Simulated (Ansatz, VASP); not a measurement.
Two plane-wave programs on C

```
C
1.0
     2.32800    0.00000    0.00000
    -1.16400    2.01611    0.00000
     0.00000    0.00000   26.00242
C
2
Direct
  0.66667 0.33333 0.50825
  0.33333 0.66667 0.49175
```

Alike in both runs: task single point; functional PBE; dispersion D3(BJ); k mesh 21 × 21 × 1; occupations gaussian, width 0.1 eV; no spin polarisation.

```csv
,VASP,Ansatz
version,VASP 6.6.1,Ansatz 0.2.0
potentials or method,"VASP PAW PBE potentials, release 64 (C), cutoff 520 eV","scalar-relativistic, plane waves, PAW"
valence electrons in the cell,8,8
```

Ansatz gave:

```
gap on the k mesh at the Fermi level (eV) : none
rms of the force components (eV/Å)        : 4.244
```

Question: Estimate VASP's values.

Answer: gap on the k mesh at the Fermi level (eV): none; rms of the force components (eV/Å): 4.221.

Atom by atom the forces differ by 0.023 eV/Å (rms over components). A gap of «none» marks a metal or a gap that the smearing closes.
